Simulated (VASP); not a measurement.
Set up this calculation in VASP 6.6.1, as the native input.

| Property | Result |
| --- | --- |
| Task | electric field gradients |
| Functional | PBEsol |
| Potentials or basis | VASP PAW PBE potentials, release 64 (Gd, O) |
| Cutoff | 520 eV |
| k mesh | 13 × 13 × 13 |
| Occupations | fermi-dirac, width 0.08 eV |
| Spin | collinear spin, ferromagnetic start |
| Starting moments | [7.0, 0.0] μB |
| Dipole correction | no |
| Further INCAR settings | ALGO = Normal; EDIFF = 1e-08; NBANDS = 23 |

The structure of GdO lies in POSCAR:

```
GdO
1.0
    0.0000000000      2.7228301322      2.7228301322
    2.7228301322      0.0000000000      2.7228301322
    2.7228301322      2.7228301322      0.0000000000
Gd O
1 1
Direct
    0.0000000000      0.0000000000      0.0000000000
    0.7500000000      0.7500000000      0.7500000000
```

The input as run:

INCAR

```
SYSTEM = GdO
  ALGO = Normal
  EDIFF = 1E-8
  ENCUT = 520
  GGA = PS
  ISIF = 2
  ISMEAR = -1
  ISPIN = 2
  LASPH = .TRUE.
  LCHARG = .FALSE.
  LEFG = .TRUE.
  LMAXMIX = 6
  LORBIT = 11
  LREAL = .FALSE.
  LWAVE = .FALSE.
  MAGMOM = 7 0
  NBANDS = 23
  NELM = 150
  PREC = Accurate
  SIGMA = 0.08
```

KPOINTS

```
k-points
0
G
  13 13 13
  0 0 0
```

Potentials or basis: VASP PAW PBE potentials, release 64 (Gd, O).

Launch:

```console
$ cat potpaw_PBE.64/Gd/POTCAR potpaw_PBE.64/O/POTCAR > POTCAR
$ mpirun -np 1 vasp_std > vasp.out
```

Results of the run:

```
Pressure                                              : -6.3 GPa
Net moment                                            : 7.48 μB per cell
Site moments                                          : Gd +6.84; O -0.03 μB
Largest electric field gradient by atom               : under 0.05 V/Å² on every atom
Valence electrons inside the program's atomic spheres : Gd 15.19; O 4.96
```

Caveat: the cell stands under tension; the PAW data sets were made with another functional, which shifts forces and pressure a little; a cell with one magnetic atom can't hold antiferromagnetic order, which such compounds often take.

Wall time 4.3 min on 1 thread of Intel(R) Xeon(R) Platinum 8488C (Sapphire Rapids), on a shared host, peak memory 0.29 GiB.
